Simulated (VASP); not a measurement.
**PbSe: single point with PBE**

Crystal: PbSe.

```
CELL_PARAMETERS angstrom
2.13770 -5.99676 0.00000
2.13770 5.99676 0.00000
0.00000 0.00000 4.43349
ATOMIC_POSITIONS crystal
Pb 0.62844 0.37156 0.75000
Pb 0.37156 0.62844 0.25000
Se 0.86268 0.13732 0.75000
Se 0.13732 0.86268 0.25000
```

```
Program                : VASP 6.6.1
Task                   : single point
Functional             : PBE
Potentials or basis    : VASP PAW PBE potentials, release 64 (Pb_d, Se)
Cutoff                 : 520 eV
k mesh                 : 6 × 6 × 6
Occupations            : fermi-dirac, width 0.02 eV
Spin                   : no spin polarisation
Dipole correction      : no
Further INCAR settings : ALGO = Normal; EDIFF = 1e-06; NBANDS = 28
```

| Property | Result |
| --- | --- |
| Pressure | 2.0 GPa |
| Largest force | 0.157 eV/Å |
| Band gap on the k mesh | 1.09 eV (least direct gap 1.22 eV) |

Forces in eV/Å, atoms in the order of the input:
```
Pb   0.000  0.098  0.000
Pb   0.000 -0.098  0.000
Se   0.000 -0.157  0.000
Se   0.000  0.157  0.000
```

Stress tensor (GPa, compression positive):
```
1.84 0.00 0.00
0.00 2.36 0.00
0.00 0.00 1.89
```

Levels at points of the mesh, in eV from the valence-band top:
| k point | band 18 | band 19 | band 20 | band 21 | band 22 | band 23 |
| --- | --- | --- | --- | --- | --- | --- |
| (0.00, 0.00, 0.00) | -1.62 | -1.30 | -0.43 | 4.44 | 4.50 | 4.73 |
| (0.50, 0.00, 0.00) | -0.93 | -0.52 | -0.23 | 1.60 | 1.62 | 1.76 |
| (0.50, 0.50, 0.00) | -1.58 | -1.07 | -0.57 | 1.15 | 4.25 | 4.41 |
| (0.00, 0.00, 0.50) | -0.89 | 0.00 | 0.00 | 1.54 | 1.54 | 2.36 |
| (0.50, 0.00, 0.50) | -3.18 | -1.24 | -1.24 | 3.16 | 3.16 | 5.54 |
| (0.50, 0.50, 0.50) | -0.89 | -0.44 | -0.44 | 1.38 | 1.38 | 2.90 |

It took 86 s on 1 thread of Intel(R) Xeon(R) 6975P-C (Granite Rapids) (shared host), peak memory 0.35 GiB.

Caveat: spin-orbit coupling is left out, which moves the levels of the heavy elements. A k mesh can miss the band edges.
